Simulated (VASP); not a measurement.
Si4Se3: single point with PBE

Si4Se3:

```
CELL_PARAMETERS angstrom
-4.06337 4.06337 4.06337
4.06337 -4.06337 4.06337
4.06337 4.06337 -4.06337
ATOMIC_POSITIONS crystal
Si 0.34014 0.50000 0.00000
Si 0.50000 0.00000 0.34014
Si 0.84014 0.50000 0.00000
Si 0.00000 0.84014 0.50000
Si 0.15986 0.15986 0.15986
Si 0.50000 0.00000 0.84014
Si 0.65986 0.65986 0.65986
Si 0.00000 0.34014 0.50000
Se 0.75000 0.87500 0.12500
Se 0.37500 0.25000 0.62500
Se 0.12500 0.75000 0.87500
Se 0.87500 0.12500 0.75000
Se 0.25000 0.62500 0.37500
Se 0.62500 0.37500 0.25000
```

```json
{
  "Program": "VASP 6.6.1",
  "Task": "single point",
  "Functional": "PBE",
  "Potentials or basis": "VASP PAW PBE potentials, release 64 (Si, Se)",
  "Cutoff": "500 eV",
  "k mesh": "3 × 3 × 3",
  "Occupations": "gaussian, width 0.2 eV",
  "Spin": "no spin polarisation",
  "Dipole correction": "no",
  "Further INCAR settings": "ALGO = Normal; EDIFF = 1e-06; NBANDS = 47"
}
```

```yaml
Pressure: 0.3 GPa
Largest_force: 0.076 eV/Å
Band_gap_on_the_k_mesh: 0.14 eV (least direct gap 0.40 eV)
```

Forces on the atoms (eV/Å):
```
Si  -0.044  0.044  0.044
Si   0.044  0.044 -0.044
Si  -0.044  0.044  0.044
Si   0.044 -0.044  0.044
Si  -0.044 -0.044 -0.044
Si   0.044  0.044 -0.044
Si  -0.044 -0.044 -0.044
Si   0.044 -0.044  0.044
Se   0.000  0.000  0.000
Se   0.000  0.000  0.000
Se   0.000  0.000  0.000
Se   0.000  0.000  0.000
Se   0.000  0.000  0.000
Se   0.000  0.000  0.000
```

Levels at points of the mesh, in eV from the valence-band top:
```csv
k point,band 31,band 32,band 33,band 34,band 35,band 36,band 37,band 38
"(0.00, 0.00, 0.00)",-1.15,-0.87,-0.87,-0.87,0.16,0.16,0.16,1.15
```

Wall time 100 s on 1 thread of Intel Xeon 8259CL, with other jobs on the host, peak memory 0.41 GiB.

Caveat: an odd mesh through Γ misses points on the zone boundary, where band edges can lie.
